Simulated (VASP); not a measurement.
Write the native input for VASP 6.6.1 that does the following.

```
Task                    : single point
Functional              : PBE
Potentials or basis     : VASP PAW PBE potentials, release 64 (Bi_d, P)
Cutoff                  : 400 eV
k mesh                  : 6 × 6 × 6
Occupations             : gaussian, width 0.035 eV
Spin                    : no spin polarisation
Dipole correction       : no
k mesh for the DOS      : 9 × 9 × 9
Occupations for the DOS : tetrahedron
Further INCAR settings  : ALGO = Normal; EDIFF = 1e-06
```

Crystal: Bi2P3.

```xyz
10
Lattice="6.0667 0.0000 0.0000 0.0000 6.0667 0.0000 0.0000 0.0000 6.0667" Properties=species:S:1:pos:R:3 pbc="T T T"
Bi    3.0334    3.0334    3.0334
Bi    3.0334    0.0000    0.0000
Bi    0.0000    0.0000    3.0334
Bi    0.0000    3.0334    0.0000
P     1.5167    4.5500    4.5500
P     1.5167    4.5500    1.5167
P     4.5500    1.5167    4.5500
P     1.5167    1.5167    4.5500
P     4.5500    1.5167    1.5167
P     4.5500    4.5500    1.5167
```

The input as run:

POSCAR

```
Bi2P3
1.0
    6.0667130000      0.0000000000      0.0000000000
    0.0000000000      6.0667130000      0.0000000000
    0.0000000000      0.0000000000      6.0667130000
Bi P
4 6
Direct
    0.5000000000      0.5000000000      0.5000000000
    0.5000000000      0.0000000000      0.0000000000
    0.0000000000      0.0000000000      0.5000000000
    0.0000000000      0.5000000000      0.0000000000
    0.2500000000      0.7500000000      0.7500000000
    0.2500000000      0.7500000000      0.2500000000
    0.7500000000      0.2500000000      0.7500000000
    0.2500000000      0.2500000000      0.7500000000
    0.7500000000      0.2500000000      0.2500000000
    0.7500000000      0.7500000000      0.2500000000
```

INCAR.step1

```
PREC = Accurate
ENCUT = 400
EDIFF = 1E-6
ISMEAR = 0
SIGMA = 0.035
LREAL = F
LASPH = T
NELM = 120
ALGO = Normal
ISIF = 2
LWAVE = F
LCHARG = T
GGA = PE
NBANDS = 56
GGA_COMPAT = F
NEDOS = 2001
LORBIT = 11
```

KPOINTS.step1

```
regular mesh
0
Gamma
  6 6 6
```

INCAR.step2

```
PREC = Accurate
ENCUT = 400
EDIFF = 1E-6
ISMEAR = -5
SIGMA = 0.035
LREAL = F
LASPH = T
NELM = 120
ALGO = Normal
ISIF = 2
LWAVE = F
LCHARG = F
GGA = PE
LORBIT = 11
NEDOS = 1001
ICHARG = 11
GGA_COMPAT = F
```

KPOINTS.step2

```
regular mesh
0
Gamma
  9 9 9
```

Potentials or basis: VASP PAW PBE potentials, release 64 (Bi_d, P).

The run is started by

```console
$ cat potpaw_PBE.64/Bi_d/POTCAR potpaw_PBE.64/P/POTCAR > POTCAR
$ cp INCAR.step1 INCAR
$ cp KPOINTS.step1 KPOINTS
$ mpirun -np 1 vasp_std > vasp.out
$ cp INCAR.step2 INCAR
$ cp KPOINTS.step2 KPOINTS
$ mpirun -np 1 vasp_std > vasp.out
```

Results of the run:

```json
{
  "Valence electrons inside the program's atomic spheres": "Bi 12.97; P 2.49"
}
```

It took 7.2 min on 1 thread of Intel Xeon 8259CL (shared host), peak memory 0.36 GiB.
